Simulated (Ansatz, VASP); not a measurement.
## BiB: VASP beside Ansatz

File POSCAR:

```
BiB
1.0
    0.0000000000      2.7448744688      2.7448744688
    2.7448744688      0.0000000000      2.7448744688
    2.7448744688      2.7448744688      0.0000000000
B Bi
1 1
Direct
    0.0000000000      0.0000000000      0.0000000000
    0.2500000000      0.2500000000      0.2500000000
```

INCAR.step1

```
  PREC = Accurate
  ENCUT = 520
  EDIFF = 1E-5
  ISMEAR = 0
  SIGMA = 0.01
  LREAL = F
  LASPH = T
  NELM = 80
  ALGO = Normal
  ISIF = 2
  LWAVE = T
  LCHARG = F
  GGA = PE
  NBANDS = 16
```

The input INCAR.step2:

```
  PREC = Accurate
  ENCUT = 520
  EDIFF = 1E-6
  ISMEAR = 0
  SIGMA = 0.01
  LREAL = F
  LASPH = T
  NELM = 80
  ALGO = Normal
  ISIF = 2
  LWAVE = F
  LCHARG = F
  GGA = PE
  LHFCALC = T
  AEXX = 0.5
  HFSCREEN = 0.5
  PRECFOCK = Normal
  ISTART = 1
  NBANDS = 16
```

KPOINTS

```
Automatic mesh
0
Gamma
  4 4 4
```

Input for Ansatz:

```yaml
crystal:
  lattice:
    - [0.0, 2.7448744688, 2.7448744688]
    - [2.7448744688, 0.0, 2.7448744688]
    - [2.7448744688, 2.7448744688, 0.0]
  atoms:
    - { symbol: B, position: [0.0, 0.0, 0.0] }
    - { symbol: Bi, position: [0.25, 0.25, 0.25] }
kpoints:
  mp_grid: { grid: [4, 4, 4] }
hamiltonian:
  xc: { exchange: pbe, correlation: pbe, exx: { coeff: 0.5, omega: 0.5 } }
scf:
  occupations: { method: fixed }
  n_extra_bands: 4
output:
  forces: true
  stress: true
  eigenvalues: true
```

Alike in both runs: task single point; functional PBE-based screened hybrid; k mesh 4 × 4 × 4; no spin polarisation.

|  | VASP | Ansatz |
| --- | --- | --- |
| version | VASP 6.6.1 | Ansatz 0.2.0 |
| potentials or method | VASP PAW PBE potentials, release 64 (B, Bi_d) | plane waves |
| plane-wave cutoff (eV) | 520 | 420 |
| occupations | gaussian, width 0.01 eV | fixed |
| valence electrons in the cell | 18 | 18 |

```tsv
	VASP	Ansatz	Ansatz less VASP
gap on the k mesh at the Fermi level (eV)	0.88	0.89	+0.013
pressure (GPa)	-2.4	-2.4	+0.02
```

VASP's potentials were made for PBE, not for PBE-based screened hybrid. Ansatz's warnings: stress exchange threshold loose, stress scf threshold loose.

The k mesh is coarse, so the values compare programs but aren't converged. Neither program's run includes spin-orbit coupling.
